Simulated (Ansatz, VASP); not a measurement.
One calculation of NaMo6, two programs

```xyz
7
Lattice="6.0883 0.0000 0.0000 0.0000 6.0883 0.0000 0.0000 0.0000 6.0883" Properties=species:S:1:pos:R:3 pbc="T T T"
Na    0.0000    0.0000    0.0000
Mo    1.2307    3.0442    3.0442
Mo    3.0442    4.8576    3.0442
Mo    3.0442    1.2307    3.0442
Mo    4.8576    3.0442    3.0442
Mo    3.0442    3.0442    1.2307
Mo    3.0442    3.0442    4.8576
```

Change from the starting cell: species swapped into the DyB6 type (Pm-3m, No. 221).

Alike in both runs: functional PBE; k mesh 6 × 6 × 6; occupations gaussian, width 0.1 eV; no spin polarisation.

Ansatz relaxed the structure, and its values are those at the end. VASP's run is a single point on that final structure, the one shown.

|  | VASP | Ansatz |
| --- | --- | --- |
| version | VASP 6.6.1 | Ansatz 0.2.0 |
| potentials or method | VASP PAW PBE potentials, release 64 (Na_pv, Mo_sv), cutoff 520 eV | scalar-relativistic, plane waves, PAW |
| valence electrons in the cell | 91 | 93 |

Ansatz gave:

```
gap on the k mesh at the Fermi level (eV) : none
pressure (GPa)                            : 0.0
rms of the force components (eV/Å)        : 0.000
```

**Question.** Estimate VASP's values.

**Answer.** gap on the k mesh at the Fermi level (eV): none; pressure (GPa): 0.2; rms of the force components (eV/Å): 0.006.

A gap of «none» marks a metal or a gap that the smearing closes. VASP's potentials hold 91 valence electrons a cell and Ansatz's 93, so a difference there can come from the potentials and not from the codes.
